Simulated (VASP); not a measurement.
Here is a VASP 6.6.1 calculation.

INCAR

```
SYSTEM = Sn4Bi2O
  ALGO = Normal
  EDIFF = 1E-7
  ENCUT = 520
  GGA = PE
  ISIF = 2
  ISMEAR = 0
  LASPH = .True.
  LCHARG = .False.
  LREAL = .False.
  LWAVE = .False.
  NBANDS = 55
  NELM = 80
  PREC = Accurate
  SIGMA = 0.1
```

Contents of KPOINTS:

```
k-points
0
Gamma
  12 12 4
  0 0 0
```

The input POSCAR:

```
Sn4Bi2O
1.0
    5.1527823175      0.0000000000      0.0000000000
   -2.5763911587      4.4624403871      0.0000000000
    0.0000000000      0.0000000000      9.3805147218
Sn Bi O
4 2 1
Direct
    0.3333333333      0.6666666667      0.8361960864
    0.3333333333      0.6666666667      0.1638039136
    0.6666666667      0.3333333333      0.1638039136
    0.6666666667      0.3333333333      0.8361960864
    0.3333333333      0.6666666667      0.5000000000
    0.6666666667      0.3333333333      0.5000000000
    0.0000000000      0.0000000000      0.5000000000
```

Potentials or basis: VASP PAW PBE potentials, release 64 (Sn_d, Bi_d, O).

Launch:

```sh
$ cat potpaw_PBE.64/Sn_d/POTCAR potpaw_PBE.64/Bi_d/POTCAR potpaw_PBE.64/O/POTCAR > POTCAR
$ mpirun -np 1 vasp_std > vasp.out
```

What does it give for the pressure?

-0.1 GPa.

Estimate the band gap on the k mesh.

zero (bands 46 and 47 overlap by 2.44 eV).

Forces in eV/Å, atoms in the order of the input:
```
Sn   0.000  0.000  0.002
Sn   0.000  0.000 -0.002
Sn   0.000  0.000 -0.002
Sn   0.000  0.000  0.002
Bi   0.000  0.000  0.000
Bi   0.000  0.000  0.000
O    0.000  0.000  0.000
```

Caveat: spin-orbit coupling is left out, which moves the levels of the heavy elements.
